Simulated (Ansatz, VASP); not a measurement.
One calculation of P, two programs

```
P
1.0
     4.60558    0.00000    0.00000
     0.00000    4.60558    0.00000
     0.00000    0.00000    5.80066
P
6
Direct
  0.00000 0.00000 0.25000
  0.00000 0.00000 0.75000
  0.66789 0.18561 0.50000
  0.33211 0.81439 0.50000
  0.81439 0.66789 0.00000
  0.18561 0.33211 0.00000
```

Alike in both runs: functional PBE; k mesh 8 × 8 × 8; occupations gaussian, width 0.1 eV; no spin polarisation.

Ansatz relaxed the structure, and its values are those at the end. VASP's run is a single point on that final structure, the one shown.

|  | VASP | Ansatz |
| --- | --- | --- |
| version | VASP 6.6.1 | Ansatz 0.2.0 |
| potentials or method | VASP PAW PBE potentials, release 64 (P), cutoff 520 eV | scalar-relativistic, plane waves, PAW |
| valence electrons in the cell | 30 | 30 |

|  | VASP | Ansatz | Ansatz less VASP |
| --- | --- | --- | --- |
| gap on the k mesh at the Fermi level (eV) | none | none | - |
| pressure (GPa) | -0.2 | 0.0 | +0.26 |
| rms of the force components (eV/Å) | 0.019 | 0.004 | -0.0157 |

A gap of «none» marks a metal or a gap that the smearing closes. With one functional, cell and mesh, what is left measures potentials, basis and numerics.
